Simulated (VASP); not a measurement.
# Si (Pmma) in VASP: relaxation of cell and atoms with PBE

Aim: the relaxation of cell and atoms of Si with PBE.

All numbers are computed with VASP 6.6.1; they aren't measurements. Logs are shortened: lines on timing, memory, paths and dates and some standing lists are left out, and cuts for length are marked.

## (1) The cell of the first run

Symmetry: Pmma, No. 51, orthorhombic system. Conventional cell: a = 6.290 Å, b = 2.536 Å, c = 6.263 Å, α = 90.00°, β = 90.00°, γ = 90.00°. Within 3.3 Å of Si (site symmetry mm2) lie 8 Si at 2.47 to 3.23 Å. Si (site symmetry m) has 6 Si at 2.46 to 2.63 Å within 3.2 Å.

## (2) Relaxation of cell and atoms, PBE

INCAR reads:

```
SYSTEM = Si
PREC = Accurate
ENCUT = 600
EDIFF = 1E-7
ISMEAR = 0
SIGMA = 0.1
LREAL = .FALSE.
LASPH = .TRUE.
NELM = 60
ALGO = Normal
ISIF = 3
LWAVE = .FALSE.
LCHARG = .FALSE.
GGA = PE
IBRION = 2
NSW = 100
EDIFFG = -0.01
```

KPOINTS reads:

```
regular mesh
0
G
  6 14 6
  0 0 0
```

POSCAR reads:

```
Si
1.0
    6.2896107899      0.0000000000      0.0000000000
    0.0000000000      2.5355271665      0.0000000000
    0.0000000000      0.0000000000      6.2633216342
Si
6
Direct
    0.7500000000      0.0000000000      0.0601982898
    0.9461863707      0.0000000000      0.6887948053
    0.4461863707      0.0000000000      0.3112051947
    0.2500000000      0.0000000000      0.9398017102
    0.5538136293      0.0000000000      0.6887948053
    0.0538136293      0.0000000000      0.3112051947
```

Potentials or basis: VASP PAW PBE potentials, release 64 (Si).

Run with:

```
$ cat potpaw_PBE.64/Si/POTCAR > POTCAR
$ mpirun -np 1 vasp_std > vasp.out
```

OUTCAR:

```text
SYSTEM = Si
   PREC = Accurate
   ENCUT = 600
   EDIFF = 1E-7
   ISMEAR = 0
   LREAL = .FALSE.
   LASPH = .TRUE.
   NELM = 60
   ISIF = 3
   GGA = PE
   IBRION = 2
   NSW = 100
   EDIFFG = -0.01

 ion  position               nearest neighbor table
   1  0.750  0.000  0.060-   3 2.47   6 2.47   5 2.63   2 2.63
   2  0.946  0.000  0.689-   6 2.46   5 2.47   4 2.47   1 2.63
   3  0.446  0.000  0.311-   5 2.46   6 2.47   1 2.47   4 2.63
   4  0.250  0.000  0.940-   2 2.47   5 2.47   3 2.63   6 2.63
   5  0.554  0.000  0.689-   3 2.46   2 2.47   4 2.47   1 2.63
   6  0.054  0.000  0.311-   2 2.46   3 2.47   1 2.47   4 2.63

  LATTYP: Found a simple orthorhombic cell.
 ALAT       =     2.5355271665
 B/A-ratio  =     2.4702246211
 C/A-ratio  =     2.4805929406

  Lattice vectors:

 A1 = (   0.0000000000,   2.5355271665,   0.0000000000)
 A2 = (   0.0000000000,   0.0000000000,   6.2633216342)
 A3 = (   6.2896107899,   0.0000000000,   0.0000000000)

Analysis of symmetry for initial positions (statically):
=====================================================================
 Subroutine PRICEL returns:
 Original cell was already a primitive cell.

 Routine SETGRP: Setting up the symmetry group for a
 simple orthorhombic supercell.

 Subroutine GETGRP returns: Found  8 space group operations
 (whereof  4 operations were pure point group operations)
 out of a pool of  8 trial point group operations.

The static configuration has the point symmetry C_2h.
 The point group associated with its full space group is D_2h.

Analysis of symmetry for dynamics (positions and initial velocities):
=====================================================================
 Subroutine PRICEL returns:
 Original cell was already a primitive cell.

 Routine SETGRP: Setting up the symmetry group for a
 simple orthorhombic supercell.

 Subroutine GETGRP returns: Found  8 space group operations
 (whereof  4 operations were pure point group operations)
 out of a pool of  8 trial point group operations.

The dynamic configuration has the point symmetry C_2h.
 The point group associated with its full space group is D_2h.

 Subroutine INISYM returns: Found  8 space group operations
 (whereof  4 operations are pure point group operations),
 and found     1 'primitive' translations

----------------------------------------------------------------------------------------

[... 124 lines left out ...]
   LORBIT       =      0    0 simple, 1 ext, 2 COOP (PROOUT), +10 PAW based schemes
   GGA     = PE    functional components
   LHFCALC =     F    Hartree Fock is set to
   AEXX    =    0.0000 exact exchange contribution
   IVDW    =     0    specifies the selected vdW correction
   LEPSILON=     F    determine dielectric tensor
   LRPA    =     F    only Hartree local field effects (RPA)
 conjugate gradient relaxation of ions
 non-spin polarized calculation
 Gauss-broadening in eV      SIGMA  =   0.10
  energy-cutoff  :      600.00
  volume of cell :       99.88
 maximum number of plane-waves:      3364
   NGX = 25   NGY = 11   NGZ = 25

--------------------------------------- Ionic step        1  -------------------------------------------

 number of electron      24.0000001 magnetization

 Free energy of the ion-electron system (eV)
  ---------------------------------------------------
  ext. energy  EPLUGINS =         0.00000000
  ---------------------------------------------------
  free energy    TOTEN  =       -30.47215202 eV

  energy without entropy =      -30.45923588  energy(sigma->0) =      -30.46569395

------------------------ aborting loop because EDIFF is reached ----------------------------------------

  FORCE on cell =-STRESS in cart. coord.  units (eV):
  Direction    XX          YY          ZZ          XY          YZ          ZX
  --------------------------------------------------------------------------------------
  -------------------------------------------------------------------------------------
  Total        0.8137003     -1.1837061      0.5699629      0.0000000      0.0000000      0.0000000
  in kB       13.0520371    -18.9870600      9.1424040      0.0000000      0.0000000      0.0000000
  external PRESSURE =       1.0691270 kB  Pullay stress =       0.0000000 kB
[... 101 lines left out ...]
  FREE ENERGIE OF THE ION-ELECTRON SYSTEM (eV)
  ---------------------------------------------------
  free  energy   TOTEN  =       -30.4808307330 eV

  energy  without entropy=      -30.4693091789  energy(sigma->0) =      -30.47506996

[... ionic steps 4 to 25 ...]

--------------------------------------- Ionic step       26  -------------------------------------------

 number of electron      24.0000003 magnetization

------------------------ aborting loop because EDIFF is reached ----------------------------------------
[... 75 lines left out ...]
--------------------------------------- Ionic step       28  -------------------------------------------

 number of electron      24.0000003 magnetization

 Free energy of the ion-electron system (eV)
  ---------------------------------------------------
  ext. energy  EPLUGINS =         0.00000000
  ---------------------------------------------------
  free energy    TOTEN  =       -30.49338630 eV

  energy without entropy =      -30.48467249  energy(sigma->0) =      -30.48902939

 E-fermi :   7.7723     XC(G=0): -10.4168

 val. band max:        7.7689470269   @ k =   0.3333   0.2143   0.0000
 cond. band min:       7.7932491401   @ k =   0.5000   0.1429   0.1667
 fundamental gap:      0.0243021131
 Fermi energy:         7.7722746711

 k-point     1 :       0.0000    0.0000    0.0000
  band No.  band energies     occupation
      1      -5.2395      2.00000
      2      -2.3205      2.00000
      3      -2.3055      2.00000
      4      -1.6311      2.00000
      5      -0.8330      2.00000
      6       0.8771      2.00000
[... 433 lines left out ...]
      3       1.5430      2.00000
      4       1.5430      2.00000
      5       2.5949      2.00000
      6       2.5949      2.00000
[... 8 lines left out ...]
     15       9.5082      0.00000
     16       9.5082      0.00000

 [... further k-points ...]

------------------------ aborting loop because EDIFF is reached ----------------------------------------

  FORCE on cell =-STRESS in cart. coord.  units (eV):
  Direction    XX          YY          ZZ          XY          YZ          ZX
  --------------------------------------------------------------------------------------
  -------------------------------------------------------------------------------------
  Total       -0.0142231      0.0208401      0.0221692      0.0000000      0.0000000      0.0000000
  in kB       -0.2270605      0.3326963      0.3539152      0.0000000      0.0000000      0.0000000
  external PRESSURE =       0.1531837 kB  Pullay stress =       0.0000000 kB
[... 21 lines left out ...]
  FREE ENERGIE OF THE ION-ELECTRON SYSTEM (eV)
  ---------------------------------------------------
  free  energy   TOTEN  =       -30.4933863017 eV

  energy  without entropy=      -30.4846724850  energy(sigma->0) =      -30.48902939

 reached required accuracy - stopping structural energy minimisation
```

OSZICAR:

```text
N       E                     dE             d eps       ncg     rms          rms(c)
DAV:   1     0.564695652009E+02    0.56470E+02   -0.10685E+04  4096   0.142E+03
DAV:   2    -0.272391165094E+02   -0.83709E+02   -0.82344E+02  5536   0.173E+02
[... 230 lines left out ...]
       N       E                     dE             d eps       ncg     rms          rms(c)
DAV:   1    -0.304933880437E+02   -0.35024E-04   -0.28475E-03  4344   0.317E-01    0.197E-02
DAV:   2    -0.304933890882E+02   -0.10444E-05   -0.10468E-04  5712   0.678E-02    0.980E-03
DAV:   3    -0.304933864181E+02    0.26701E-05   -0.56087E-06  4952   0.142E-02    0.371E-03
DAV:   4    -0.304933862459E+02    0.17219E-06   -0.12091E-06  5376   0.619E-03    0.140E-03
DAV:   5    -0.304933863017E+02   -0.55838E-07   -0.70267E-08  2680   0.176E-03
  28 F= -.30493386E+02 E0= -.30489029E+02  d E =-.743614E-04
```

Run time: 23 min. Hardware: 1 thread of Intel Xeon Platinum 8488C (Sapphire Rapids), shared host; peak memory 0.34 GiB.

What came out:

```
Free energy                           : -30.4934 eV
Relaxed volume                        : 16.73 Å³/atom
Relaxed cell                          : a = 6.624 Å, b = 2.515 Å, c = 6.025 Å, α = 90.00°, β = 90.00°, γ = 90.00°
Space group after relaxing (to 0.1 Å) : Pmma (No. 51)
Energy gained by relaxing             : 3.5 meV/atom
Ionic steps                           : 28
Pressure after relaxing               : 0.0 GPa
Largest force after relaxing          : 0.009 eV/Å
Band gap on the k mesh                : zero (bands 12 and 13 overlap by 3.63 eV)
```

Forces in eV/Å, atoms in the order of the input:
```
Si   0.000  0.000 -0.009
Si  -0.006  0.000 -0.003
Si  -0.006  0.000  0.003
Si   0.000  0.000  0.009
Si   0.006  0.000 -0.003
Si   0.006  0.000  0.003
```

Step by step:
```
step  energy change (eV)  largest force (eV/Å)  pressure (GPa)  volume (Å³)
   1              0.0000                0.0681            0.11        99.88
   2             -0.0083                0.0450            0.03       100.04
   3             -0.0087                0.0471            0.03       100.01
   4             -0.0095                0.0329           -0.01       100.07
   5             -0.0105                0.0483           -0.10       100.20
   6             -0.0112                0.0396            0.09       100.04
   7             -0.0116                0.0339            0.30        99.85
   8             -0.0120                0.0285            0.23        99.93
   9             -0.0128                0.0449            0.03       100.17
  10             -0.0131                0.0792           -0.37       100.65
  11             -0.0134                0.0812           -0.37       100.66
  12             -0.0143                0.0863           -0.38       100.70
  13             -0.0161                0.0894           -0.41       100.76
  14             -0.0152                0.1396           -0.52       100.88
  15             -0.0163                0.1033           -0.44       100.81
  16             -0.0180                0.0948           -0.21       100.57
  17             -0.0194                0.0828            0.27       100.08
  18             -0.0204                0.0585            0.16       100.19
  19             -0.0208                0.0328            0.01       100.34
  20             -0.0210                0.0204            0.01       100.35
  21             -0.0211                0.0171            0.00       100.37
  22             -0.0211                0.0144            0.00       100.37
  23             -0.0211                0.0137           -0.01       100.38
  24             -0.0212                0.0139           -0.01       100.38
  25             -0.0211                0.0143           -0.02       100.39
  26             -0.0212                0.0140           -0.01       100.39
  27             -0.0212                0.0122            0.00       100.38
  28             -0.0212                0.0087            0.02       100.36
```

Final structure:
```cif
data_structure
_symmetry_space_group_name_H-M 'P 1'
_symmetry_Int_Tables_number 1
_cell_length_a 6.6237
_cell_length_b 2.5149
_cell_length_c 6.0248
_cell_angle_alpha 90.000
_cell_angle_beta 90.000
_cell_angle_gamma 90.000
_cell_volume 100.36
loop_
_atom_site_label
_atom_site_type_symbol
_atom_site_fract_x
_atom_site_fract_y
_atom_site_fract_z
_atom_site_occupancy
Si1 Si 0.75000 0.00000 0.07443 1
Si2 Si 0.94123 0.00000 0.69467 1
Si3 Si 0.44123 0.00000 0.30533 1
Si4 Si 0.25000 0.00000 0.92557 1
Si5 Si 0.55877 0.00000 0.69467 1
Si6 Si 0.05877 0.00000 0.30533 1
```
